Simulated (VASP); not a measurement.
# ZnSe (l.bB) (F-43m) in VASP: single point with LDA

Aim: the single point of ZnSe (l.bB) with LDA.

Everything below comes from runs of VASP 6.6.1. Logs are shortened: lines on timing, memory, paths and dates and some standing lists are left out, and cuts for length are marked.

## 1. The cell of the first run

The structure is cubic, space group F-43m (No. 216). Conventional cell: a = 5.650 Å, b = 5.650 Å, c = 5.650 Å, α = 90.00°, β = 90.00°, γ = 90.00°. Zn (site symmetry -43m) has 4 Se at 2.45 Å within 3.2 Å. Within 3.2 Å of Se (site symmetry -43m) lie 4 Zn at 2.45 Å.

## 2. Single point, LDA

Contents of INCAR:

```
ALGO = Normal
EDIFF = 1E-6
ENCUT = 500
GGA = CA
GGA_COMPAT = False
ISIF = 2
ISMEAR = 0
LASPH = True
LCHARG = False
LREAL = False
LWAVE = False
NBANDS = 16
NELM = 120
PREC = Accurate
SIGMA = 0.1
```

Contents of KPOINTS:

```
k-points
0
Gamma
  6 6 6
```

Contents of POSCAR:

```
ZnSe
1.0
    0.0000000000      2.8250000000      2.8250000000
    2.8250000000      0.0000000000      2.8250000000
    2.8250000000      2.8250000000      0.0000000000
Zn Se
1 1
Direct
    0.0000000000      0.0000000000      0.0000000000
    0.2500000000      0.2500000000      0.2500000000
```

Potentials or basis: VASP PAW LDA potentials, release 64 (Zn, Se).

The run is started by

```console
$ cat potpaw_LDA.64/Zn/POTCAR potpaw_LDA.64/Se/POTCAR > POTCAR
$ mpirun -np 1 vasp_std > vasp.out
```

OUTCAR:

```text
EDIFF = 1E-6
   ENCUT = 500
   GGA = CA
   ISIF = 2
   ISMEAR = 0
   LASPH = True
   LREAL = False
   NELM = 120
   PREC = Accurate

 ion  position               nearest neighbor table
   1  0.000  0.000  0.000-   2 2.45   2 2.45   2 2.45   2 2.45
   2  0.250  0.250  0.250-   1 2.45   1 2.45   1 2.45   1 2.45

  LATTYP: Found a face centered cubic cell.
 ALAT       =     5.6500000000

  Lattice vectors:

 A1 = (   0.0000000000,   2.8250000000,   2.8250000000)
 A2 = (   2.8250000000,   0.0000000000,   2.8250000000)
 A3 = (   2.8250000000,   2.8250000000,   0.0000000000)

Analysis of symmetry for initial positions (statically):
=====================================================================
 Subroutine PRICEL returns:
 Original cell was already a primitive cell.

 Routine SETGRP: Setting up the symmetry group for a
 face centered cubic supercell.

 Subroutine GETGRP returns: Found 24 space group operations
 (whereof 24 operations were pure point group operations)
 out of a pool of 48 trial point group operations.

The static configuration has the point symmetry T_d .

Analysis of symmetry for dynamics (positions and initial velocities):
=====================================================================
 Subroutine PRICEL returns:
 Original cell was already a primitive cell.

 Routine SETGRP: Setting up the symmetry group for a
 face centered cubic supercell.

 Subroutine GETGRP returns: Found 24 space group operations
 (whereof 24 operations were pure point group operations)
 out of a pool of 48 trial point group operations.

The dynamic configuration has the point symmetry T_d .

 Subroutine INISYM returns: Found 24 space group operations
 (whereof 24 operations are pure point group operations),
 and found     1 'primitive' translations

----------------------------------------------------------------------------------------

                                     Primitive cell

  volume of cell :      45.0905

  direct lattice vectors                    reciprocal lattice vectors
     0.000000000  2.825000000  2.825000000    -0.176991150  0.176991150  0.176991150
     2.825000000  0.000000000  2.825000000     0.176991150 -0.176991150  0.176991150
     2.825000000  2.825000000  0.000000000     0.176991150  0.176991150 -0.176991150

  length of vectors
     3.995153314  3.995153314  3.995153314     0.306557665  0.306557665  0.306557665

  position of ions in fractional coordinates (direct lattice)
     0.000000000  0.000000000  0.000000000
     0.250000000  0.250000000  0.250000000

  ion indices of the primitive-cell ions
   primitive index   ion index
                 1           1
                 2           2

----------------------------------------------------------------------------------------

 KPOINTS: k-points

Automatic generation of k-mesh.
 Grid dimensions read from file:
 generate k-points for:    6    6    6

 Generating k-lattice:

  Cartesian coordinates                     Fractional coordinates (reciprocal lattice)
    -0.029498525  0.029498525  0.029498525     0.166666667  0.000000000  0.000000000
     0.029498525 -0.029498525  0.029498525     0.000000000  0.166666667  0.000000000
     0.029498525  0.029498525 -0.029498525     0.000000000  0.000000000  0.166666667

  Length of vectors
     0.051092944  0.051092944  0.051092944

  Shift w.r.t. Gamma in fractional coordinates (k-lattice)
     0.000000000  0.000000000  0.000000000

 Subroutine IBZKPT returns following result:
 ===========================================

 Found     16 irreducible k-points:

 Following reciprocal coordinates:
            Coordinates               Weight
  0.000000  0.000000  0.000000      1.000000
  0.166667  0.000000  0.000000      8.000000
  0.333333  0.000000  0.000000      8.000000
  0.500000  0.000000  0.000000      4.000000
  0.166667  0.166667  0.000000      6.000000
  0.333333  0.166667  0.000000     24.000000
[... 8 lines left out ...]
 -0.333333  0.333333  0.166667     24.000000
 -0.333333  0.500000  0.166667     12.000000
   k-points           NKPTS =     16   k-points in BZ     NKDIM =     16   number of bands    NBANDS=     16
   number of dos      NEDOS =    301   number of ions     NIONS =      2
   total plane-waves  NPLWV =  27000
   dimension x,y,z NGX =    30 NGY =   30 NGZ =   30
   dimension x,y,z NGXF=    60 NGYF=   60 NGZF=   60
   ions per type =               1   1
   NGX,Y,Z   is equivalent  to a cutoff of  12.48, 12.48, 12.48 a.u.
   NGXF,Y,Z  is equivalent  to a cutoff of  24.97, 24.97, 24.97 a.u.
 SYSTEM =  unknown system
   PREC   = accura    normal or accurate (medium, high low for compatibility)
   ISTART =      0    job   : 0-new  1-cont  2-samecut
   ICHARG =      2    charge: 1-file 2-atom 10-const
   ISPIN  =      1    spin polarized calculation?
   LNONCOLLINEAR =      F non collinear calculations
   LSORBIT =      F    spin-orbit coupling
   LASPH  =      T    aspherical Exc in radial PAW
   ENCUT  =  500.0 eV  36.75 Ry    6.06 a.u.   7.28  7.28  7.28*2*pi/ulx,y,z
   NELM   =    120;   NELMIN=  2; NELMDL= -5     # of ELM steps
   EDIFF  = 0.1E-05   stopping-criterion for ELM
   LREAL  =      F    real-space projection
   EDIFFG = 0.1E-04   stopping-criterion for IOM
   NSW    =      0    number of steps for IOM
   IBRION =     -1    ionic relax: 0-MD 1-quasi-New 2-CG
   NFREE  =      0    steps in history (QN), initial steepest desc. (CG)
   ISIF   =      2    stress and relaxation
   ISYM   =      2    0-nonsym 1-usesym 2-fastsym
   POTIM  = 0.5000    time-step for ionic-motion
   TEBEG  =    0.0;   TEEND  =   0.0 temperature during run
   PSTRESS=    0.0 pullay stress
   NELECT =      18.0000    total number of electrons
   NUPDOWN=      -1.0000    fix difference up-down
   EMIN   =  10.00;   EMAX   =-10.00  energy-range for DOS
   EFERMI =   0.00;   METHOD = LEGACY
   ISMEAR =     0;   SIGMA  =   0.10  broadening in eV -4-tet -1-fermi 0-gaus
   EFERMI_NEDOS =   21; number of points for ismear=-14 and -15
   IALGO  =     38    algorithm
   IMIX   =      4    mixing-type and parameters
     AMIX     =   0.40;   BMIX     =  1.00
     AMIX_MAG =   1.60;   BMIX_MAG =  1.00
  volume/ion in A,a.u.               =      22.55       152.14
  Fermi-wavevector in a.u.,A,eV,Ry     =   1.205417  2.277907 19.769666  1.453029
  Thomas-Fermi vector in A             =   2.341114
   LORBIT       =      0    0 simple, 1 ext, 2 COOP (PROOUT), +10 PAW based schemes
   GGA     = CA    functional components
   LHFCALC =     F    Hartree Fock is set to
   AEXX    =    0.0000 exact exchange contribution
   IVDW    =     0    specifies the selected vdW correction
   LEPSILON=     F    determine dielectric tensor
   LRPA    =     F    only Hartree local field effects (RPA)
 non-spin polarized calculation
 Gauss-broadening in eV      SIGMA  =   0.10
  energy-cutoff  :      500.00
  volume of cell :       45.09
 maximum number of plane-waves:      1167
 NGX is ok and might be reduce to    30
   NGX = 15   NGY = 15   NGZ = 15

 number of electron      18.0000005 magnetization

 Free energy of the ion-electron system (eV)
  ---------------------------------------------------
  ext. energy  EPLUGINS =         0.00000000
  ---------------------------------------------------
  free energy    TOTEN  =        -7.35168794 eV

  energy without entropy =       -7.35168794  energy(sigma->0) =       -7.35168794

 E-fermi :   2.0153     XC(G=0):  -9.7394

 val. band max:        1.5937673101   @ k =   0.0000   0.0000   0.0000
 cond. band min:       2.6977566668   @ k =   0.0000   0.0000   0.0000
 fundamental gap:      1.1039893567
 Fermi energy:         2.0152774765

 k-point     1 :       0.0000    0.0000    0.0000
  band No.  band energies     occupation
      1     -11.7557      2.00000
      2      -5.1211      2.00000
      3      -5.1211      2.00000
      4      -5.1211      2.00000
      5      -4.7540      2.00000
      6      -4.7540      2.00000
[... 8 lines left out ...]
     15      13.0865      0.00000
     16      13.0865      0.00000

 k-point     2 :       0.1667    0.0000    0.0000
  band No.  band energies     occupation
      1     -11.5769      2.00000
      2      -5.1052      2.00000
      3      -5.0945      2.00000
      4      -5.0945      2.00000
      5      -4.7559      2.00000
      6      -4.7559      2.00000
[... 8 lines left out ...]
     15      12.0104      0.00000
     16      12.3860      0.00000

 k-point     3 :       0.3333    0.0000    0.0000
  band No.  band energies     occupation
      1     -11.1749      2.00000
      2      -5.0499      2.00000
      3      -5.0499      2.00000
      4      -4.9497      2.00000
      5      -4.7476      2.00000
      6      -4.7476      2.00000
[... 8 lines left out ...]
     15      12.5998      0.00000
     16      12.5998      0.00000

 k-point     4 :       0.5000    0.0000    0.0000
  band No.  band energies     occupation
      1     -10.9448      2.00000
      2      -5.0340      2.00000
      3      -5.0340      2.00000
      4      -4.7355      2.00000
      5      -4.7355      2.00000
      6      -4.5905      2.00000
[... 8 lines left out ...]
     15      14.6786      0.00000
     16      14.6786      0.00000
[... 172 lines left out ...]
 k-point    14 :       0.5000    0.3333    0.1667
  band No.  band energies     occupation
      1     -10.8957      2.00000
      2      -5.0283      2.00000
      3      -4.9839      2.00000
      4      -4.8823      2.00000
      5      -4.7378      2.00000
      6      -4.6839      2.00000
[... 8 lines left out ...]
     15      14.3848      0.00000
     16      15.8794      0.00000

 k-point    15 :      -0.3333    0.3333    0.1667
  band No.  band energies     occupation
      1     -10.7385      2.00000
      2      -5.0093      2.00000
      3      -4.9545      2.00000
      4      -4.7909      2.00000
      5      -4.7598      2.00000
      6      -4.5013      2.00000
[... 8 lines left out ...]
     15      14.5557      0.00000
     16      15.6215      0.00000

 k-point    16 :      -0.3333    0.5000    0.1667
  band No.  band energies     occupation
      1     -10.6658      2.00000
      2      -5.0243      2.00000
      3      -4.9069      2.00000
      4      -4.8333      2.00000
      5      -4.7395      2.00000
      6      -4.4735      2.00000
[... 8 lines left out ...]
     15      15.3611      0.00000
     16      15.6693      0.00000

------------------------ aborting loop because EDIFF is reached ----------------------------------------

  FORCE on cell =-STRESS in cart. coord.  units (eV):
  Direction    XX          YY          ZZ          XY          YZ          ZX
  --------------------------------------------------------------------------------------
  -------------------------------------------------------------------------------------
  Total       -0.7116923     -0.7116923     -0.7116923      0.0000000      0.0000000      0.0000000
  in kB      -25.2881743    -25.2881743    -25.2881743      0.0000000      0.0000000      0.0000000
  external PRESSURE =     -25.2881743 kB  Pullay stress =       0.0000000 kB

 VOLUME and BASIS-vectors are now :
 -----------------------------------------------------------------------------
  energy-cutoff  :      500.00
  volume of cell :       45.09
      direct lattice vectors                 reciprocal lattice vectors
     0.000000000  2.825000000  2.825000000    -0.176991150  0.176991150  0.176991150
     2.825000000  0.000000000  2.825000000     0.176991150 -0.176991150  0.176991150
     2.825000000  2.825000000  0.000000000     0.176991150  0.176991150 -0.176991150

 POSITION                                       TOTAL-FORCE (eV/Angst)
 -----------------------------------------------------------------------------------
      0.00000      0.00000      0.00000         0.000000      0.000000      0.000000
      1.41250      1.41250      1.41250        -0.000000     -0.000000     -0.000000
 -----------------------------------------------------------------------------------
    total drift:                               -0.000000     -0.000000     -0.000001

  FREE ENERGIE OF THE ION-ELECTRON SYSTEM (eV)
  ---------------------------------------------------
  free  energy   TOTEN  =        -7.3516879430 eV

  energy  without entropy=       -7.3516879429  energy(sigma->0) =       -7.35168794
```

Run time: 19 s. Hardware: 1 thread of Intel Xeon 8259CL, shared host; peak memory 0.15 GiB.

What came out:

| Property | Result |
| --- | --- |
| Free energy | -7.3517 eV |
| Pressure | -2.5 GPa |
| Band gap on the k mesh | 1.10 eV, direct |
